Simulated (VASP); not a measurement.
# CuAu (R-3m) in VASP: further runs, part 2 of 3

VASP 6.6.1. The steps go on from the part before.

## 3. Single point, PBE

This run uses another cell than the first one, of 15.04 Å³/atom, 1.021 times its volume.

INCAR

```
ALGO = Normal
EDIFF = 1E-6
ENCUT = 520
GGA = PE
ISIF = 2
ISMEAR = -1
LASPH = True
LCHARG = False
LREAL = False
LWAVE = False
NBANDS = 18
NELM = 60
PREC = Accurate
SIGMA = 0.05
```

KPOINTS

```
k-points
0
Gamma
  11 11 11
```

POSCAR

```
CuAu
1.0
    1.4333716108      0.8275574853      4.2276049958
   -1.4333716108      0.8275574853      4.2276049958
    0.0000000000     -1.6551149707      4.2276049958
Au Cu
1 1
Direct
    0.0000000000      0.0000000000      0.0000000000
    0.5000000000      0.5000000000      0.5000000000
```

Potentials or basis: VASP PAW PBE potentials, release 64 (Au, Cu).

Run with:

```bash
cat potpaw_PBE.64/Au/POTCAR potpaw_PBE.64/Cu/POTCAR > POTCAR
mpirun -np 1 vasp_std > vasp.out
```

OUTCAR:

```text
EDIFF = 1E-6
   ENCUT = 520
   GGA = PE
   ISIF = 2
   ISMEAR = -1
   LASPH = True
   LREAL = False
   NELM = 60
   PREC = Accurate

 ion  position               nearest neighbor table
   1  0.000  0.000  0.000-   2 2.68   2 2.68   2 2.68   2 2.68   2 2.68   2 2.68
   2  0.500  0.500  0.500-   1 2.68   1 2.68   1 2.68   1 2.68   1 2.68   1 2.68

  LATTYP: Found a trigonal (rhomboedric) cell.
 ALAT       =     4.5400495115
 COS(alpha) =     0.8006453295

  Lattice vectors:

 A1 = (   1.4333716108,   0.8275574853,   4.2276049958)
 A2 = (  -1.4333716108,   0.8275574853,   4.2276049958)
 A3 = (   0.0000000000,  -1.6551149707,   4.2276049958)

Analysis of symmetry for initial positions (statically):
=====================================================================
 Subroutine PRICEL returns:
 Original cell was already a primitive cell.

 Routine SETGRP: Setting up the symmetry group for a
 trigonal (rhombohedral) supercell.

 Subroutine GETGRP returns: Found 12 space group operations
 (whereof 12 operations were pure point group operations)
 out of a pool of 12 trial point group operations.

The static configuration has the point symmetry D_3d.

Analysis of symmetry for dynamics (positions and initial velocities):
=====================================================================
 Subroutine PRICEL returns:
 Original cell was already a primitive cell.

 Routine SETGRP: Setting up the symmetry group for a
 trigonal (rhombohedral) supercell.

 Subroutine GETGRP returns: Found 12 space group operations
 (whereof 12 operations were pure point group operations)
 out of a pool of 12 trial point group operations.

The dynamic configuration has the point symmetry D_3d.

 Subroutine INISYM returns: Found 12 space group operations
 (whereof 12 operations are pure point group operations),
 and found     1 'primitive' translations

----------------------------------------------------------------------------------------

                                     Primitive cell

  volume of cell :      30.0886

  direct lattice vectors                    reciprocal lattice vectors
     1.433371611  0.827557485  4.227604996     0.348827894  0.201395878  0.078846849
    -1.433371611  0.827557485  4.227604996    -0.348827894  0.201395878  0.078846849
     0.000000000 -1.655114971  4.227604996     0.000000000 -0.402791757  0.078846849

  length of vectors
     4.540049511  4.540049511  4.540049511     0.410436384  0.410436384  0.410436384

  position of ions in fractional coordinates (direct lattice)
     0.000000000  0.000000000  0.000000000
     0.500000000  0.500000000  0.500000000

  ion indices of the primitive-cell ions
   primitive index   ion index
                 1           1
                 2           2

----------------------------------------------------------------------------------------

 KPOINTS: k-points

Automatic generation of k-mesh.
 Grid dimensions read from file:
 generate k-points for:   11   11   11

 Generating k-lattice:

  Cartesian coordinates                     Fractional coordinates (reciprocal lattice)
     0.031711627  0.018308716  0.007167895     0.090909091  0.000000000  0.000000000
    -0.031711627  0.018308716  0.007167895     0.000000000  0.090909091  0.000000000
     0.000000000 -0.036617432  0.007167895     0.000000000  0.000000000  0.090909091

  Length of vectors
     0.037312399  0.037312399  0.037312399

  Shift w.r.t. Gamma in fractional coordinates (k-lattice)
     0.000000000  0.000000000  0.000000000

 Subroutine IBZKPT returns following result:
 ===========================================

 Found    146 irreducible k-points:

 Following reciprocal coordinates:
            Coordinates               Weight
  0.000000  0.000000  0.000000      1.000000
  0.090909  0.000000  0.000000      6.000000
  0.181818  0.000000  0.000000      6.000000
  0.272727  0.000000  0.000000      6.000000
  0.363636 -0.000000  0.000000      6.000000
  0.454545  0.000000  0.000000      6.000000
[... 16 lines left out ...]
 -0.272727  0.181818 -0.000000     12.000000
 -0.181818  0.181818  0.000000      6.000000
 [... further k-points ...]
   k-points           NKPTS =    146   k-points in BZ     NKDIM =    146   number of bands    NBANDS=     18
   number of dos      NEDOS =    301   number of ions     NIONS =      2
   total plane-waves  NPLWV =  46656
   dimension x,y,z NGX =    36 NGY =   36 NGZ =   36
   dimension x,y,z NGXF=    72 NGYF=   72 NGZF=   72
   ions per type =               1   1
   NGX,Y,Z   is equivalent  to a cutoff of  13.18, 13.18, 13.18 a.u.
   NGXF,Y,Z  is equivalent  to a cutoff of  26.36, 26.36, 26.36 a.u.
 SYSTEM =  unknown system
   PREC   = accura    normal or accurate (medium, high low for compatibility)
   ISTART =      0    job   : 0-new  1-cont  2-samecut
   ICHARG =      2    charge: 1-file 2-atom 10-const
   ISPIN  =      1    spin polarized calculation?
   LNONCOLLINEAR =      F non collinear calculations
   LSORBIT =      F    spin-orbit coupling
   LASPH  =      T    aspherical Exc in radial PAW
   ENCUT  =  520.0 eV  38.22 Ry    6.18 a.u.   8.44  8.44  8.44*2*pi/ulx,y,z
   NELM   =     60;   NELMIN=  2; NELMDL= -5     # of ELM steps
   EDIFF  = 0.1E-05   stopping-criterion for ELM
   LREAL  =      F    real-space projection
   EDIFFG = 0.1E-04   stopping-criterion for IOM
   NSW    =      0    number of steps for IOM
   IBRION =     -1    ionic relax: 0-MD 1-quasi-New 2-CG
   NFREE  =      0    steps in history (QN), initial steepest desc. (CG)
   ISIF   =      2    stress and relaxation
   ISYM   =      2    0-nonsym 1-usesym 2-fastsym
   POTIM  = 0.5000    time-step for ionic-motion
   TEBEG  =    0.0;   TEEND  =   0.0 temperature during run
   PSTRESS=    0.0 pullay stress
   NELECT =      22.0000    total number of electrons
   NUPDOWN=      -1.0000    fix difference up-down
   EMIN   =  10.00;   EMAX   =-10.00  energy-range for DOS
   EFERMI =   0.00;   METHOD = LEGACY
   ISMEAR =    -1;   SIGMA  =   0.05  broadening in eV -4-tet -1-fermi 0-gaus
   EFERMI_NEDOS =   21; number of points for ismear=-14 and -15
   IALGO  =     38    algorithm
   IMIX   =      4    mixing-type and parameters
     AMIX     =   0.40;   BMIX     =  1.00
     AMIX_MAG =   1.60;   BMIX_MAG =  1.00
  volume/ion in A,a.u.               =      15.04       101.52
  Fermi-wavevector in a.u.,A,eV,Ry     =   1.474851  2.787064 29.595200  2.175186
  Thomas-Fermi vector in A             =   2.589572
   LORBIT       =      0    0 simple, 1 ext, 2 COOP (PROOUT), +10 PAW based schemes
   GGA     = PE    functional components
   LHFCALC =     F    Hartree Fock is set to
   AEXX    =    0.0000 exact exchange contribution
   IVDW    =     0    specifies the selected vdW correction
   LEPSILON=     F    determine dielectric tensor
   LRPA    =     F    only Hartree local field effects (RPA)
 non-spin polarized calculation
  energy-cutoff  :      520.00
  volume of cell :       30.09
 maximum number of plane-waves:       834
 NGX is ok and might be reduce to    36
   NGX = 17   NGY = 17   NGZ = 17

 number of electron      22.0000002 magnetization

 Free energy of the ion-electron system (eV)
  ---------------------------------------------------
  ext. energy  EPLUGINS =         0.00000000
  ---------------------------------------------------
  free energy    TOTEN  =        -6.91712473 eV

  energy without entropy =       -6.90917725  energy(sigma->0) =       -6.91315099

 E-fermi :   8.3487     XC(G=0): -12.4574

 val. band max:        8.3394561207   @ k =  -0.3636   0.3636   0.2727
 cond. band min:       8.3487611591   @ k =  -0.2727   0.2727   0.0909
 fundamental gap:      0.0093050385
 Fermi energy:         8.3486994282

 k-point     1 :       0.0000    0.0000    0.0000
  band No.  band energies     occupation
      1      -1.2701      2.00000
      2       1.7659      2.00000
      3       3.4772      2.00000
      4       3.4772      2.00000
      5       4.4956      2.00000
      6       4.4956      2.00000
[... 10 lines left out ...]
     17      25.8090      0.00000
     18      28.5499      0.00000
[... 463 lines left out ...]
 k-point    24 :      -0.1818    0.1818    0.0000
  band No.  band energies     occupation
      1       1.2862      2.00000
      2       2.7729      2.00000
      3       3.0403      2.00000
      4       3.0494      2.00000
      5       4.1029      2.00000
      6       5.3706      2.00000
[... 10 lines left out ...]
     17      20.9472      0.00000
     18      27.8522      0.00000

 [... further k-points ...]

------------------------ aborting loop because EDIFF is reached ----------------------------------------

  FORCE on cell =-STRESS in cart. coord.  units (eV):
  Direction    XX          YY          ZZ          XY          YZ          ZX
  --------------------------------------------------------------------------------------
  -------------------------------------------------------------------------------------
  Total        0.3141699      0.3141699      0.7546901      0.0000000     -0.0000000      0.0000000
  in kB       16.7290983     16.7290983     40.1861714      0.0000000     -0.0000000      0.0000000
  external PRESSURE =      24.5481227 kB  Pullay stress =       0.0000000 kB

 VOLUME and BASIS-vectors are now :
 -----------------------------------------------------------------------------
  energy-cutoff  :      520.00
  volume of cell :       30.09
      direct lattice vectors                 reciprocal lattice vectors
     1.433371611  0.827557485  4.227604996     0.348827894  0.201395878  0.078846849
    -1.433371611  0.827557485  4.227604996    -0.348827894  0.201395878  0.078846849
     0.000000000 -1.655114971  4.227604996     0.000000000 -0.402791757  0.078846849

 POSITION                                       TOTAL-FORCE (eV/Angst)
 -----------------------------------------------------------------------------------
      0.00000      0.00000      0.00000         0.000000      0.000000     -0.000000
      0.00000     -0.00000      6.34141         0.000000     -0.000000      0.000000
 -----------------------------------------------------------------------------------
    total drift:                                0.000000     -0.000000      0.000000

  FREE ENERGIE OF THE ION-ELECTRON SYSTEM (eV)
  ---------------------------------------------------
  free  energy   TOTEN  =        -6.9171247282 eV

  energy  without entropy=       -6.9091772467  energy(sigma->0) =       -6.91315099
```

OSZICAR:

```text
N       E                     dE             d eps       ncg     rms          rms(c)
DAV:   1     0.131353403873E+03    0.13135E+03   -0.10933E+04  5674   0.171E+03
DAV:   2    -0.224955223539E+01   -0.13360E+03   -0.12493E+03  5344   0.297E+02
DAV:   3    -0.781171009753E+01   -0.55622E+01   -0.54351E+01  6264   0.706E+01
DAV:   4    -0.788996511301E+01   -0.78255E-01   -0.78196E-01  6566   0.699E+00
DAV:   5    -0.789202462259E+01   -0.20595E-02   -0.20594E-02  6826   0.118E+00    0.116E+01
DAV:   6    -0.742592590354E+01    0.46610E+00   -0.75161E+00  5672   0.747E+01    0.592E+00
DAV:   7    -0.697700966184E+01    0.44892E+00   -0.28907E+00  6498   0.790E+01    0.567E+00
DAV:   8    -0.692436578878E+01    0.52644E-01   -0.19755E-01  7844   0.101E+01    0.279E+00
DAV:   9    -0.691738518663E+01    0.69806E-02   -0.17899E-02  7944   0.313E+00    0.110E-01
DAV:  10    -0.691713605671E+01    0.24913E-03   -0.23556E-03  6730   0.574E-01    0.857E-02
DAV:  11    -0.691712970038E+01    0.63563E-05   -0.77979E-05  6710   0.980E-02    0.298E-02
DAV:  12    -0.691712531739E+01    0.43830E-05   -0.10421E-05  7930   0.900E-02    0.596E-03
DAV:  13    -0.691712472818E+01    0.58920E-06   -0.71730E-07  3228   0.104E-02
   1 F= -.69171247E+01 E0= -.69131510E+01  d E =-.794748E-02
```

Run time: 52 s. Hardware: 1 thread of Intel Xeon 6975P-C (Granite Rapids), shared host; peak memory 0.26 GiB.

Results:

```
Free energy            : -6.9171 eV
Pressure               : 2.5 GPa
Band gap on the k mesh : zero (band 11 reaches 10.39 eV, above the bottom of band 12 at 6.15 eV)
```

Levels at points of the mesh, in eV from the Fermi level:
| k point | band 9 | band 10 | band 11 | band 12 | band 13 | band 14 |
| --- | --- | --- | --- | --- | --- | --- |
| (0.00, 0.00, 0.00) | -2.26 | -1.61 | -1.61 | -0.15 | 4.68 | 14.54 |

Caveat: spin-orbit coupling is left out, which moves the levels of the heavy elements.

## 4. Single point, PBE

This run uses another cell than the first one, of 15.66 Å³/atom, 1.063 times its volume.

INCAR

```
SYSTEM = CuAu
  ALGO = Fast
  EDIFF = 1E-6
  ENCUT = 520
  GGA = PE
  ISIF = 2
  ISMEAR = -1
  LASPH = .TRUE.
  LCHARG = .FALSE.
  LREAL = .FALSE.
  LWAVE = .FALSE.
  NBANDS = 18
  NELM = 60
  PREC = Accurate
  SIGMA = 0.05
```

KPOINTS

```
k-points
0
G
  11 11 11
  0 0 0
```

POSCAR

```
CuAu
1.0
    1.4526137943      0.8386669652      4.2843581437
   -1.4526137943      0.8386669652      4.2843581437
    0.0000000000     -1.6773339303      4.2843581437
Au Cu
1 1
Direct
    0.0000000000      0.0000000000      0.0000000000
    0.5000000000      0.5000000000      0.5000000000
```

Run with:

```bash
cat potpaw_PBE.64/Au/POTCAR potpaw_PBE.64/Cu/POTCAR > POTCAR
mpirun -np 1 vasp_std > vasp.out
```

It took 76 s on 1 thread of Intel Xeon 6975P-C (Granite Rapids), shared host; peak memory 0.27 GiB.

It converged, with:

* Free energy: -6.9160 eV
* Pressure: -3.7 GPa
* Band gap on the k mesh: zero (band 11 reaches 9.82 eV, above the bottom of band 12 at 5.68 eV)

Stress tensor (GPa, compression positive):
```
-4.17  0.00  0.00
 0.00 -4.17  0.00
 0.00  0.00 -2.70
```

Levels at points of the mesh, in eV from the Fermi level:
```tsv
k point	band 9	band 10	band 11	band 12	band 13	band 14
(0.00, 0.00, 0.00)	-2.16	-1.56	-1.56	-0.01	4.46	14.54
```

Caveat: spin-orbit coupling is left out, which moves the levels of the heavy elements.

## 5. Single point, PBE

This run uses another cell than the first one, of 15.97 Å³/atom, 1.083 times its volume.

INCAR

```
PREC = Accurate
ENCUT = 520
EDIFF = 1E-6
ISMEAR = -1
SIGMA = 0.05
LREAL = False
LASPH = True
NELM = 60
ALGO = Normal
ISIF = 2
LWAVE = False
LCHARG = False
GGA = PE
NBANDS = 18
```

KPOINTS

```
Automatic mesh
0
Gamma
  11 11 11
```

POSCAR

```
CuAu
1.0
    1.4620466157      0.8441130071      4.3121794307
   -1.4620466157      0.8441130071      4.3121794307
    0.0000000000     -1.6882260143      4.3121794307
Au Cu
1 1
Direct
    0.0000000000      0.0000000000      0.0000000000
    0.5000000000      0.5000000000      0.5000000000
```

Run with:

```bash
cat potpaw_PBE.64/Au/POTCAR potpaw_PBE.64/Cu/POTCAR > POTCAR
mpirun -np 1 vasp_std > vasp.out
```

Wall time 55 s (1 thread of Intel Xeon 6975P-C (Granite Rapids), shared host); peak memory 0.26 GiB.

The run converged. Its results:

| Quantity | Value |
| --- | --- |
| Free energy | -6.9013 eV |
| Pressure | -5.0 GPa |
| Band gap on the k mesh | zero (band 11 reaches 9.56 eV, above the bottom of band 12 at 5.46 eV) |

Stress tensor (GPa, compression positive):
```
-5.30  0.00  0.00
 0.00 -5.30  0.00
 0.00  0.00 -4.24
```

Levels at points of the mesh, in eV from the Fermi level:
```tsv
k point	band 9	band 10	band 11	band 12	band 13	band 14
(0.00, 0.00, 0.00)	-2.12	-1.54	-1.54	0.05	4.35	14.53
```

Caveat: spin-orbit coupling is left out, which moves the levels of the heavy elements.

(Part 2 of 3 ends here.)
